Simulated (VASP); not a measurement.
Runs of VASP 6.6.1 on Bi. The structure is that of space group Fd-3m (No. 227), or close to it. The cells are those of the table. This isn't the form of Bi at room conditions, which is rhombohedral.

| cell | k mesh | gap on the mesh (eV) | pressure (GPa) |
| --- | --- | --- | --- |
| a = 5.117 Å, angles 60.0°, 2 atoms | 8 × 8 × 8 | none | 0.0 |
| a = 5.184 Å, angles 60.0°, 2 atoms | 9 × 9 × 9 | none | (c) |
| a = 5.250 Å, angles 60.0°, 2 atoms | 9 × 9 × 9 | none | -2.1 |
| a = 5.314 Å, angles 60.0°, 2 atoms | 9 × 9 × 9 | none | -2.9 |
| a = 4.977 Å, angles 60.0°, 2 atoms | 9 × 9 × 9 | none | (b) |
| a = 4.904 Å, angles 60.0°, 2 atoms | 9 × 9 × 9 | none | 5.3 |
| a = 5.117 Å, angles 60.0°, 2 atoms | 9 × 9 × 9 | none | -0.1 |
| a = 5.048 Å, angles 60.0°, 2 atoms | 9 × 9 × 9 | none | (a) |

Alike in all rows: task single point; level r2SCAN; potentials or basis VASP PAW PBE potentials, release 64 (Bi_d); no spin polarisation; cutoff (eV) 550; smearing fermi-dirac 0.1 eV.

**Question.** Estimate the missing entries.

**Answer.** (a) 1.4; (b) 3.1; (c) -1.2.

Caveats: the PAW data sets were made with another functional, which shifts forces and pressure a little; spin-orbit coupling is left out, which moves the levels of the heavy elements; the cell stands under pressure (at least some runs).

A k mesh can miss the band edges, and the runs leave out spin-orbit coupling on Bi.

A gap of «none» marks levels without a gap at the run's occupations.
